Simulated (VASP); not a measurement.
# Cd (Fd-3m) in VASP: single point with PBE

Aim: the single point of Cd with PBE.

Program: VASP 6.6.1. These are calculated values, not measurements. Logs are shortened: lines on timing, memory, paths and dates and some standing lists are left out, and cuts for length are marked.

## Step 1: The cell of the first run

It takes space group Fd-3m (No. 227, cubic). The conventional cell has a = 4.856 Å, b = 4.856 Å, c = 4.856 Å, α = 90.00°, β = 90.00°, γ = 90.00°. Within 2.8 Å of Cd (site symmetry -43m) lie 4 Cd at 2.10 Å.

## Step 2: Single point, PBE

File INCAR:

```
  ALGO = Normal
  EDIFF = 1E-6
  ENCUT = 520
  GGA = PE
  ISIF = 2
  ISMEAR = -1
  LASPH = True
  LCHARG = True
  LELF = True
  LREAL = False
  LVHAR = True
  LWAVE = False
  NBANDS = 19
  NELM = 60
  PREC = Accurate
  SIGMA = 0.08
```

File KPOINTS:

```
k-points
0
Gamma
  14 14 14
```

File POSCAR:

```
Cd
1.0
    0.0000000000      2.4280989016      2.4280989016
    2.4280989016      0.0000000000      2.4280989016
    2.4280989016      2.4280989016      0.0000000000
Cd
2
Direct
   -0.1250000000     -0.1250000000     -0.1250000000
    0.1250000000      0.1250000000      0.1250000000
```

Potentials or basis: VASP PAW PBE potentials, release 64 (Cd).

Command:

```bash
$ cat potpaw_PBE.64/Cd/POTCAR > POTCAR
$ mpirun -np 1 vasp_std > vasp.out
```

OUTCAR:

```text
EDIFF = 1E-6
   ENCUT = 520
   GGA = PE
   ISIF = 2
   ISMEAR = -1
   LASPH = True
   LREAL = False
   NELM = 60
   PREC = Accurate

 ion  position               nearest neighbor table
   1  0.875  0.875  0.875-   2 2.10   2 2.10   2 2.10   2 2.10
   2  0.125  0.125  0.125-   1 2.10   1 2.10   1 2.10   1 2.10

  LATTYP: Found a face centered cubic cell.
 ALAT       =     4.8561978032

  Lattice vectors:

 A1 = (   0.0000000000,   2.4280989016,   2.4280989016)
 A2 = (   2.4280989016,   0.0000000000,   2.4280989016)
 A3 = (   2.4280989016,   2.4280989016,   0.0000000000)

Analysis of symmetry for initial positions (statically):
=====================================================================
 Subroutine PRICEL returns:
 Original cell was already a primitive cell.

 Routine SETGRP: Setting up the symmetry group for a
 face centered cubic supercell.

 Subroutine GETGRP returns: Found 48 space group operations
 (whereof 12 operations were pure point group operations)
 out of a pool of 48 trial point group operations.

The static configuration has the point symmetry D_3d.
 The point group associated with its full space group is O_h .

Analysis of symmetry for dynamics (positions and initial velocities):
=====================================================================
 Subroutine PRICEL returns:
 Original cell was already a primitive cell.

 Routine SETGRP: Setting up the symmetry group for a
 face centered cubic supercell.

 Subroutine GETGRP returns: Found 48 space group operations
 (whereof 12 operations were pure point group operations)
 out of a pool of 48 trial point group operations.

The dynamic configuration has the point symmetry D_3d.
 The point group associated with its full space group is O_h .

 Subroutine INISYM returns: Found 48 space group operations
 (whereof 12 operations are pure point group operations),
 and found     1 'primitive' translations

----------------------------------------------------------------------------------------

                                     Primitive cell

  volume of cell :      28.6305

  direct lattice vectors                    reciprocal lattice vectors
     0.000000000  2.428098902  2.428098902    -0.205922419  0.205922419  0.205922419
     2.428098902  0.000000000  2.428098902     0.205922419 -0.205922419  0.205922419
     2.428098902  2.428098902  0.000000000     0.205922419  0.205922419 -0.205922419

  length of vectors
     3.433850397  3.433850397  3.433850397     0.356668093  0.356668093  0.356668093

  position of ions in fractional coordinates (direct lattice)
     0.875000000  0.875000000  0.875000000
     0.125000000  0.125000000  0.125000000

  ion indices of the primitive-cell ions
   primitive index   ion index
                 1           1
                 2           2

----------------------------------------------------------------------------------------

 KPOINTS: k-points

Automatic generation of k-mesh.
 Grid dimensions read from file:
 generate k-points for:   14   14   14

 Generating k-lattice:

  Cartesian coordinates                     Fractional coordinates (reciprocal lattice)
    -0.014708744  0.014708744  0.014708744     0.071428571  0.000000000  0.000000000
     0.014708744 -0.014708744  0.014708744     0.000000000  0.071428571  0.000000000
     0.014708744  0.014708744 -0.014708744     0.000000000  0.000000000  0.071428571

  Length of vectors
     0.025476292  0.025476292  0.025476292

  Shift w.r.t. Gamma in fractional coordinates (k-lattice)
     0.000000000  0.000000000  0.000000000

 Subroutine IBZKPT returns following result:
 ===========================================

 Found    104 irreducible k-points:

 Following reciprocal coordinates:
            Coordinates               Weight
  0.000000  0.000000  0.000000      1.000000
  0.071429  0.000000  0.000000      8.000000
  0.142857  0.000000  0.000000      8.000000
  0.214286  0.000000  0.000000      8.000000
  0.285714  0.000000  0.000000      8.000000
  0.357143  0.000000  0.000000      8.000000
[... 16 lines left out ...]
  0.214286  0.142857  0.000000     24.000000
  0.285714  0.142857  0.000000     24.000000
 [... further k-points ...]
   k-points           NKPTS =    104   k-points in BZ     NKDIM =    104   number of bands    NBANDS=     19
   number of dos      NEDOS =    301   number of ions     NIONS =      2
   total plane-waves  NPLWV =  21952
   dimension x,y,z NGX =    28 NGY =   28 NGZ =   28
   dimension x,y,z NGXF=    56 NGYF=   56 NGZF=   56
   ions per type =               2
   NGX,Y,Z   is equivalent  to a cutoff of  13.56, 13.56, 13.56 a.u.
   NGXF,Y,Z  is equivalent  to a cutoff of  27.11, 27.11, 27.11 a.u.
 SYSTEM =  unknown system
   PREC   = accura    normal or accurate (medium, high low for compatibility)
   ISTART =      0    job   : 0-new  1-cont  2-samecut
   ICHARG =      2    charge: 1-file 2-atom 10-const
   ISPIN  =      1    spin polarized calculation?
   LNONCOLLINEAR =      F non collinear calculations
   LSORBIT =      F    spin-orbit coupling
   LASPH  =      T    aspherical Exc in radial PAW
   ENCUT  =  520.0 eV  38.22 Ry    6.18 a.u.   6.38  6.38  6.38*2*pi/ulx,y,z
   NELM   =     60;   NELMIN=  2; NELMDL= -5     # of ELM steps
   EDIFF  = 0.1E-05   stopping-criterion for ELM
   LREAL  =      F    real-space projection
   EDIFFG = 0.1E-04   stopping-criterion for IOM
   NSW    =      0    number of steps for IOM
   IBRION =     -1    ionic relax: 0-MD 1-quasi-New 2-CG
   NFREE  =      0    steps in history (QN), initial steepest desc. (CG)
   ISIF   =      2    stress and relaxation
   ISYM   =      2    0-nonsym 1-usesym 2-fastsym
   POTIM  = 0.5000    time-step for ionic-motion
   TEBEG  =    0.0;   TEEND  =   0.0 temperature during run
   PSTRESS=    0.0 pullay stress
   NELECT =      24.0000    total number of electrons
   NUPDOWN=      -1.0000    fix difference up-down
   EMIN   =  10.00;   EMAX   =-10.00  energy-range for DOS
   EFERMI =   0.00;   METHOD = LEGACY
   ISMEAR =    -1;   SIGMA  =   0.08  broadening in eV -4-tet -1-fermi 0-gaus
   EFERMI_NEDOS =   21; number of points for ismear=-14 and -15
   IALGO  =     38    algorithm
   IMIX   =      4    mixing-type and parameters
     AMIX     =   0.40;   BMIX     =  1.00
     AMIX_MAG =   1.60;   BMIX_MAG =  1.00
  volume/ion in A,a.u.               =      14.32        96.60
  Fermi-wavevector in a.u.,A,eV,Ry     =   1.543603  2.916986 32.418730  2.382709
  Thomas-Fermi vector in A             =   2.649242
   LORBIT       =      0    0 simple, 1 ext, 2 COOP (PROOUT), +10 PAW based schemes
   GGA     = PE    functional components
   LHFCALC =     F    Hartree Fock is set to
   AEXX    =    0.0000 exact exchange contribution
   IVDW    =     0    specifies the selected vdW correction
   LEPSILON=     F    determine dielectric tensor
   LRPA    =     F    only Hartree local field effects (RPA)
 non-spin polarized calculation
  energy-cutoff  :      520.00
  volume of cell :       28.63
 maximum number of plane-waves:       785
 NGX is ok and might be reduce to    28
   NGX = 13   NGY = 13   NGZ = 13

 number of electron      24.0000003 magnetization

 Free energy of the ion-electron system (eV)
  ---------------------------------------------------
  ext. energy  EPLUGINS =         0.00000000
  ---------------------------------------------------
  free energy    TOTEN  =        10.92955959 eV

  energy without entropy =       10.94371619  energy(sigma->0) =       10.93663789

 E-fermi :   7.0224     XC(G=0): -13.1265

 val. band max:        7.0139111408   @ k =   0.3571   0.1429   0.0000
 cond. band min:       7.0334060420   @ k =  -0.3571   0.4286   0.2143
 fundamental gap:      0.0194949012
 Fermi energy:         7.0224210831

 k-point     1 :       0.0000    0.0000    0.0000
  band No.  band energies     occupation
      1      -6.9322      2.00000
      2      -6.9322      2.00000
      3      -6.6678      2.00000
      4      -6.6678      2.00000
      5      -6.6678      2.00000
      6      -5.6247      2.00000
[... 11 lines left out ...]
     18      18.2298      0.00000
     19      18.9079      0.00000

 k-point     2 :       0.0714    0.0000    0.0000
  band No.  band energies     occupation
      1      -7.0248      2.00000
      2      -7.0248      2.00000
      3      -6.6668      2.00000
      4      -6.5459      2.00000
      5      -6.5459      2.00000
      6      -5.5183      2.00000
[... 11 lines left out ...]
     18      19.0794      0.00000
     19      20.5401      0.00000

 k-point     3 :       0.1429    0.0000    0.0000
  band No.  band energies     occupation
      1      -7.1384      2.00000
      2      -7.1384      2.00000
      3      -6.6723      2.00000
      4      -6.3584      2.00000
      5      -6.3584      2.00000
      6      -5.2160      2.00000
[... 11 lines left out ...]
     18      19.7006      0.00000
     19      20.1189      0.00000

 k-point     4 :       0.2143    0.0000    0.0000
  band No.  band energies     occupation
      1      -7.1961      2.00000
      2      -7.1961      2.00000
      3      -6.6901      2.00000
      4      -6.2203      2.00000
      5      -6.2203      2.00000
      6      -4.8461      2.00000
[... 11 lines left out ...]
     18      20.1338      0.00000
     19      21.0667      0.00000

 k-point     5 :       0.2857    0.0000    0.0000
  band No.  band energies     occupation
      1      -7.1869      2.00000
      2      -7.1869      2.00000
      3      -6.7130      2.00000
      4      -6.1829      2.00000
      5      -6.1829      2.00000
      6      -4.6994      2.00000
[... 11 lines left out ...]
     18      20.4082      0.00000
     19      22.3581      0.00000
[... 334 lines left out ...]
      2      -6.9812      2.00000
      3      -6.7051      2.00000
      4      -6.5064      2.00000
      5      -6.3328      2.00000
      6      -5.3459      2.00000
[... 11 lines left out ...]
     18      19.7428      0.00000
     19      20.7125      0.00000

 k-point    22 :       0.1429    0.1429    0.0000
  band No.  band energies     occupation
      1      -7.3931      2.00000
      2      -6.7202      2.00000
      3      -6.7202      2.00000
      4      -6.7002      2.00000
      5      -5.9949      2.00000
      6      -5.0842      2.00000
[... 11 lines left out ...]
     18      20.8885      0.00000
     19      22.0556      0.00000

 k-point    23 :       0.2143    0.1429    0.0000
  band No.  band energies     occupation
      1      -7.4787      2.00000
      2      -6.8130      2.00000
      3      -6.7492      2.00000
      4      -6.5107      2.00000
      5      -5.7883      2.00000
      6      -4.8029      2.00000
[... 11 lines left out ...]
     18      21.3463      0.00000
     19      22.6882      0.00000

 k-point    24 :       0.2857    0.1429    0.0000
  band No.  band energies     occupation
      1      -7.5163      2.00000
      2      -6.8617      2.00000
      3      -6.7872      2.00000
      4      -6.3755      2.00000
      5      -5.6361      2.00000
      6      -4.7742      2.00000
[... 11 lines left out ...]
     18      21.3211      0.00000
     19      22.8531      0.00000

 [... further k-points ...]
[... 5 lines left out ...]
  --------------------------------------------------------------------------------------
  -------------------------------------------------------------------------------------
  Total       39.4834427     39.4834427     39.4834427      0.0000000      0.0000000      0.0000000
  in kB     2209.5125998   2209.5125998   2209.5125998      0.0000000      0.0000000      0.0000000
  external PRESSURE =    2209.5125998 kB  Pullay stress =       0.0000000 kB

 VOLUME and BASIS-vectors are now :
 -----------------------------------------------------------------------------
  energy-cutoff  :      520.00
  volume of cell :       28.63
      direct lattice vectors                 reciprocal lattice vectors
     0.000000000  2.428098902  2.428098902    -0.205922419  0.205922419  0.205922419
     2.428098902  0.000000000  2.428098902     0.205922419 -0.205922419  0.205922419
     2.428098902  2.428098902  0.000000000     0.205922419  0.205922419 -0.205922419

 POSITION                                       TOTAL-FORCE (eV/Angst)
 -----------------------------------------------------------------------------------
      4.24917      4.24917      4.24917        -0.000000      0.000000      0.000000
      0.60702      0.60702      0.60702         0.000000     -0.000000     -0.000000
 -----------------------------------------------------------------------------------
    total drift:                                0.000000     -0.000000     -0.000000

  FREE ENERGIE OF THE ION-ELECTRON SYSTEM (eV)
  ---------------------------------------------------
  free  energy   TOTEN  =        10.9295595935 eV

  energy  without entropy=       10.9437161949  energy(sigma->0) =       10.93663789
```

Run time: 41 s. Hardware: 1 thread of Intel Xeon 6975P-C, shared host; peak memory 0.19 GiB.

Results:

```
Free energy            : 10.9296 eV
Pressure               : 221.0 GPa
Band gap on the k mesh : zero (band 12 reaches 17.36 eV, above the bottom of band 13 at 4.69 eV)
```
